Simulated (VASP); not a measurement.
# LiF (I4/mmm) in VASP: notebook

Runs on LiF. Level: PBE. Tasks: single point.

Everything below comes from runs of VASP 6.6.1. Logs are shortened: lines on timing, memory, paths and dates and some standing lists are left out, and cuts for length are marked.

## 1. The cell of the first run

It takes space group I4/mmm (No. 139, tetragonal). The conventional cell has a = 2.887 Å, b = 2.887 Å, c = 3.920 Å, α = 90.00°, β = 90.00°, γ = 90.00°. Li (site symmetry 4/mmm) has 6 F at 1.96 to 2.04 Å within 2.6 Å. F (site symmetry 4/mmm) has 6 Li at 1.96 to 2.04 Å within 2.6 Å.

## 2. Single point, PBE

INCAR

```
PREC = Accurate ; ENCUT = 520
EDIFF = 1E-6 ; ISMEAR = 0
SIGMA = 0.05 ; LREAL = F
LASPH = T ; NELM = 80
ALGO = Normal ; ISIF = 2
LWAVE = F ; LCHARG = F
GGA = PE ; NBANDS = 12
```

KPOINTS

```
regular mesh
0
Gamma
  12 12 12
```

POSCAR

```
LiF
1.0
    0.0000000000      2.0415924698      1.9599287711
    2.0415924698      0.0000000000      1.9599287711
    2.0415924698      2.0415924698      0.0000000000
Li F
1 1
Direct
    0.0000000000      0.0000000000      0.0000000000
    0.5000000000      0.5000000000      0.5000000000
```

Potentials or basis: VASP PAW PBE potentials, release 64 (Li_sv, F).

Started as:

```console
$ cat potpaw_PBE.64/Li_sv/POTCAR potpaw_PBE.64/F/POTCAR > POTCAR
$ mpirun -np 1 vasp_std > vasp.out
```

OUTCAR:

```text
PREC = Accurate
   ENCUT = 520
   EDIFF = 1E-6
   ISMEAR = 0
   LREAL = F
   LASPH = T
   NELM = 80
   ISIF = 2
   GGA = PE

 ion  position               nearest neighbor table
   1  0.000  0.000  0.000-   2 1.96   2 1.96   2 2.04   2 2.04   2 2.04   2 2.04
   2  0.500  0.500  0.500-   1 1.96   1 1.96   1 2.04   1 2.04   1 2.04   1 2.04

  LATTYP: Found a body centered tetragonal cell.
 ALAT       =     2.8872477596
 C/A-ratio  =     1.3576450199

  Lattice vectors:

 A1 = (   0.0000000000,  -2.0415924698,  -1.9599287711)
 A2 = (   0.0000000000,   2.0415924698,  -1.9599287711)
 A3 = (   2.0415924698,   0.0000000000,   1.9599287711)

Analysis of symmetry for initial positions (statically):
=====================================================================
 Subroutine PRICEL returns:
 Original cell was already a primitive cell.

 Routine SETGRP: Setting up the symmetry group for a
 body centered tetragonal supercell.

 Subroutine GETGRP returns: Found 16 space group operations
 (whereof 16 operations were pure point group operations)
 out of a pool of 16 trial point group operations.

The static configuration has the point symmetry D_4h.

Analysis of symmetry for dynamics (positions and initial velocities):
=====================================================================
 Subroutine PRICEL returns:
 Original cell was already a primitive cell.

 Routine SETGRP: Setting up the symmetry group for a
 body centered tetragonal supercell.

 Subroutine GETGRP returns: Found 16 space group operations
 (whereof 16 operations were pure point group operations)
 out of a pool of 16 trial point group operations.

The dynamic configuration has the point symmetry D_4h.

 Subroutine INISYM returns: Found 16 space group operations
 (whereof 16 operations are pure point group operations),
 and found     1 'primitive' translations

----------------------------------------------------------------------------------------

                                     Primitive cell

  volume of cell :      16.3384

  direct lattice vectors                    reciprocal lattice vectors
     0.000000000  2.041592470  1.959928771    -0.244906859  0.244906859  0.255111312
     2.041592470  0.000000000  1.959928771     0.244906859 -0.244906859  0.255111312
     2.041592470  2.041592470  0.000000000     0.244906859  0.244906859 -0.255111312

  length of vectors
     2.830091977  2.830091977  2.887247760     0.430163366  0.430163366  0.430163366

  position of ions in fractional coordinates (direct lattice)
     0.000000000  0.000000000  0.000000000
     0.500000000  0.500000000  0.500000000

  ion indices of the primitive-cell ions
   primitive index   ion index
                 1           1
                 2           2

----------------------------------------------------------------------------------------

 KPOINTS: regular mesh

Automatic generation of k-mesh.
 Grid dimensions read from file:
 generate k-points for:   12   12   12

 Generating k-lattice:

  Cartesian coordinates                     Fractional coordinates (reciprocal lattice)
    -0.020408905  0.020408905  0.021259276     0.083333333 -0.000000000  0.000000000
     0.020408905 -0.020408905  0.021259276    -0.000000000  0.083333333  0.000000000
     0.020408905  0.020408905 -0.021259276     0.000000000  0.000000000  0.083333333

  Length of vectors
     0.035846947  0.035846947  0.035846947

  Shift w.r.t. Gamma in fractional coordinates (k-lattice)
     0.000000000  0.000000000  0.000000000

 Subroutine IBZKPT returns following result:
 ===========================================

 Found    163 irreducible k-points:

 Following reciprocal coordinates:
            Coordinates               Weight
  0.000000  0.000000  0.000000      1.000000
  0.083333  0.000000  0.000000      8.000000
  0.166667  0.000000  0.000000      8.000000
  0.250000  0.000000  0.000000      8.000000
  0.333333  0.000000  0.000000      8.000000
  0.416667  0.000000  0.000000      8.000000
[... 16 lines left out ...]
  0.500000  0.166667  0.000000      8.000000
 -0.416667  0.166667  0.000000      8.000000
 [... further k-points ...]
   k-points           NKPTS =    163   k-points in BZ     NKDIM =    163   number of bands    NBANDS=     12
   number of dos      NEDOS =    301   number of ions     NIONS =      2
   total plane-waves  NPLWV =  13824
   dimension x,y,z NGX =    24 NGY =   24 NGZ =   24
   dimension x,y,z NGXF=    48 NGYF=   48 NGZF=   48
   ions per type =               1   1
   NGX,Y,Z   is equivalent  to a cutoff of  14.10, 14.10, 13.82 a.u.
   NGXF,Y,Z  is equivalent  to a cutoff of  28.20, 28.20, 27.64 a.u.
 SYSTEM =  unknown system
   PREC   = accura    normal or accurate (medium, high low for compatibility)
   ISTART =      0    job   : 0-new  1-cont  2-samecut
   ICHARG =      2    charge: 1-file 2-atom 10-const
   ISPIN  =      1    spin polarized calculation?
   LNONCOLLINEAR =      F non collinear calculations
   LSORBIT =      F    spin-orbit coupling
   LASPH  =      T    aspherical Exc in radial PAW
   ENCUT  =  520.0 eV  38.22 Ry    6.18 a.u.   5.26  5.26  5.37*2*pi/ulx,y,z
   NELM   =     80;   NELMIN=  2; NELMDL= -5     # of ELM steps
   EDIFF  = 0.1E-05   stopping-criterion for ELM
   LREAL  =      F    real-space projection
   EDIFFG = 0.1E-04   stopping-criterion for IOM
   NSW    =      0    number of steps for IOM
   IBRION =     -1    ionic relax: 0-MD 1-quasi-New 2-CG
   NFREE  =      0    steps in history (QN), initial steepest desc. (CG)
   ISIF   =      2    stress and relaxation
   ISYM   =      2    0-nonsym 1-usesym 2-fastsym
   POTIM  = 0.5000    time-step for ionic-motion
   TEBEG  =    0.0;   TEEND  =   0.0 temperature during run
   PSTRESS=    0.0 pullay stress
   NELECT =      10.0000    total number of electrons
   NUPDOWN=      -1.0000    fix difference up-down
   EMIN   =  10.00;   EMAX   =-10.00  energy-range for DOS
   EFERMI =   0.00;   METHOD = LEGACY
   ISMEAR =     0;   SIGMA  =   0.05  broadening in eV -4-tet -1-fermi 0-gaus
   EFERMI_NEDOS =   21; number of points for ismear=-14 and -15
   IALGO  =     38    algorithm
   IMIX   =      4    mixing-type and parameters
     AMIX     =   0.40;   BMIX     =  1.00
     AMIX_MAG =   1.60;   BMIX_MAG =  1.00
  volume/ion in A,a.u.               =       8.17        55.13
  Fermi-wavevector in a.u.,A,eV,Ry     =   1.389970  2.626662 26.286674  1.932016
  Thomas-Fermi vector in A             =   2.513950
   LORBIT       =      0    0 simple, 1 ext, 2 COOP (PROOUT), +10 PAW based schemes
   GGA     = PE    functional components
   LHFCALC =     F    Hartree Fock is set to
   AEXX    =    0.0000 exact exchange contribution
   IVDW    =     0    specifies the selected vdW correction
   LEPSILON=     F    determine dielectric tensor
   LRPA    =     F    only Hartree local field effects (RPA)
 non-spin polarized calculation
 Gauss-broadening in eV      SIGMA  =   0.05
  energy-cutoff  :      520.00
  volume of cell :       16.34
 maximum number of plane-waves:       453
 NGX is ok and might be reduce to    24
   NGX = 11   NGY = 11   NGZ = 11

 number of electron      10.0000000 magnetization

 number of electron       9.9999989 magnetization

 Free energy of the ion-electron system (eV)
  ---------------------------------------------------
  ext. energy  EPLUGINS =         0.00000000
  ---------------------------------------------------
  free energy    TOTEN  =        -9.63285236 eV

  energy without entropy =       -9.63285236  energy(sigma->0) =       -9.63285236

 E-fermi :  -0.7354     XC(G=0):  -9.9797

 val. band max:       -0.9882044854   @ k =   0.0000   0.0000   0.0000
 cond. band min:       8.0606014070   @ k =   0.0000   0.0000   0.0000
 fundamental gap:      9.0488058924
 Fermi energy:        -0.7353512822

 k-point     1 :       0.0000    0.0000    0.0000
  band No.  band energies     occupation
      1     -41.9346      2.00000
      2     -20.9951      2.00000
      3      -1.0961      2.00000
      4      -0.9882      2.00000
      5      -0.9882      2.00000
      6       8.0606      0.00000
      7      22.6435      0.00000
      8      22.6435      0.00000
      9      23.2117      0.00000
     10      23.2117      0.00000
     11      23.5561      0.00000
     12      23.6124      0.00000

 k-point     2 :       0.0833    0.0000    0.0000
  band No.  band energies     occupation
      1     -41.9306      2.00000
      2     -20.9678      2.00000
      3      -1.2418      2.00000
      4      -1.0563      2.00000
      5      -1.0095      2.00000
      6       8.2698      0.00000
      7      20.7213      0.00000
      8      21.6348      0.00000
      9      22.2766      0.00000
     10      24.0575      0.00000
     11      24.1391      0.00000
     12      24.4766      0.00000

 k-point     3 :       0.1667    0.0000    0.0000
  band No.  band energies     occupation
      1     -41.9199      2.00000
      2     -20.8928      2.00000
      3      -1.7492      2.00000
      4      -1.0964      2.00000
      5      -1.0667      2.00000
      6       8.7766      0.00000
      7      18.5117      0.00000
      8      20.3348      0.00000
      9      21.0802      0.00000
     10      24.9046      0.00000
     11      25.1511      0.00000
     12      25.4270      0.00000
[... 286 lines left out ...]
 k-point    23 :       0.5000    0.1667    0.0000
  band No.  band energies     occupation
      1     -41.8706      2.00000
      2     -20.4906      2.00000
      3      -3.4043      2.00000
      4      -1.8029      2.00000
      5      -1.5047      2.00000
      6      10.9032      0.00000
      7      15.1524      0.00000
      8      17.8875      0.00000
      9      18.2212      0.00000
     10      25.0842      0.00000
     11      30.8348      0.00000
     12      30.9515      0.00000

 k-point    24 :      -0.4167    0.1667    0.0000
  band No.  band energies     occupation
      1     -41.8705      2.00000
      2     -20.4845      2.00000
      3      -3.4021      2.00000
      4      -1.9264      2.00000
      5      -1.4244      2.00000
      6      10.8222      0.00000
      7      15.2007      0.00000
      8      17.7963      0.00000
      9      18.2742      0.00000
     10      26.6957      0.00000
     11      29.6781      0.00000
     12      29.8317      0.00000

 [... further k-points ...]

------------------------ aborting loop because EDIFF is reached ----------------------------------------

  FORCE on cell =-STRESS in cart. coord.  units (eV):
  Direction    XX          YY          ZZ          XY          YZ          ZX
  --------------------------------------------------------------------------------------
  -------------------------------------------------------------------------------------
  Total        0.0751017      0.0751017      0.4303152      0.0000000     -0.0000000      0.0000000
  in kB        7.3646447      7.3646447     42.1977137      0.0000000     -0.0000000      0.0000000
  external PRESSURE =      18.9756677 kB  Pullay stress =       0.0000000 kB

 VOLUME and BASIS-vectors are now :
 -----------------------------------------------------------------------------
  energy-cutoff  :      520.00
  volume of cell :       16.34
      direct lattice vectors                 reciprocal lattice vectors
     0.000000000  2.041592470  1.959928771    -0.244906859  0.244906859  0.255111312
     2.041592470  0.000000000  1.959928771     0.244906859 -0.244906859  0.255111312
     2.041592470  2.041592470  0.000000000     0.244906859  0.244906859 -0.255111312

 POSITION                                       TOTAL-FORCE (eV/Angst)
 -----------------------------------------------------------------------------------
      0.00000      0.00000      0.00000        -0.000000      0.000000      0.000000
      2.04159      2.04159      1.95993         0.000000     -0.000000      0.000000
 -----------------------------------------------------------------------------------
    total drift:                               -0.000000     -0.000000      0.000000

  FREE ENERGIE OF THE ION-ELECTRON SYSTEM (eV)
  ---------------------------------------------------
  free  energy   TOTEN  =        -9.6328523645 eV

  energy  without entropy=       -9.6328523645  energy(sigma->0) =       -9.63285236
```

It took 78 s on 1 thread of AMD EPYC 7R13, shared host; peak memory 0.12 GiB.

What came out:

```
Free energy            : -9.6329 eV
Band gap on the k mesh : 9.05 eV, direct
```

Caveat: the cutoff is under 1.25 times the usual one of these potentials, so pressure, stress and relaxed cells hold a basis-set (Pulay) error. A k mesh can miss the band edges.

## 3. Single point, PBE

INCAR

```
ALGO = Normal
EDIFF = 1E-6
ENCUT = 520
GGA = PE
ISIF = 2
ISMEAR = 0
LASPH = True
LCHARG = False
LREAL = False
LWAVE = False
NBANDS = 12
NELM = 60
PREC = Accurate
SIGMA = 0.05
```

KPOINTS

```
k-points
0
Gamma
  12 12 12
```

POSCAR

```
LiF
1.0
    0.0000000000      1.9815104477      2.0805859701
    1.9815104477      0.0000000000      2.0805859701
    1.9815104477      1.9815104477      0.0000000000
Li F
1 1
Direct
    0.0000000000      0.0000000000      0.0000000000
    0.5000000000      0.5000000000      0.5000000000
```

Potentials or basis: VASP PAW PBE potentials, release 64 (Li_sv, F).

Started as:

```console
$ cat potpaw_PBE.64/Li_sv/POTCAR potpaw_PBE.64/F/POTCAR > POTCAR
$ mpirun -np 1 vasp_std > vasp.out
```

It took 75 s on 1 thread of AMD EPYC 7R13, shared host; peak memory 0.12 GiB.

It converged, with:

```
Free energy            : -9.6315 eV
Band gap on the k mesh : 9.02 eV, direct
```

Levels at points of the mesh, in eV from the valence-band top:
```csv
k point,band 1,band 2,band 3,band 4,band 5,band 6,band 7,band 8,band 9,band 10
"(0.00, 0.00, 0.00)",-40.97,-20.03,-0.10,-0.10,0.00,9.02,23.19,24.01,24.31,24.31
"(0.50, 0.00, 0.00)",-40.91,-19.60,-2.57,-0.34,-0.24,10.71,16.67,18.44,19.29,30.02
"(0.50, 0.50, 0.00)",-40.91,-19.38,-3.09,-0.96,-0.96,14.18,16.86,17.36,20.66,20.66
"(0.50, 0.00, 0.50)",-40.89,-19.32,-3.06,-1.26,-0.96,15.06,16.22,17.43,19.61,20.35
```

Caveat: the cutoff is under 1.25 times the usual one of these potentials, so pressure, stress and relaxed cells hold a basis-set (Pulay) error. A k mesh can miss the band edges.
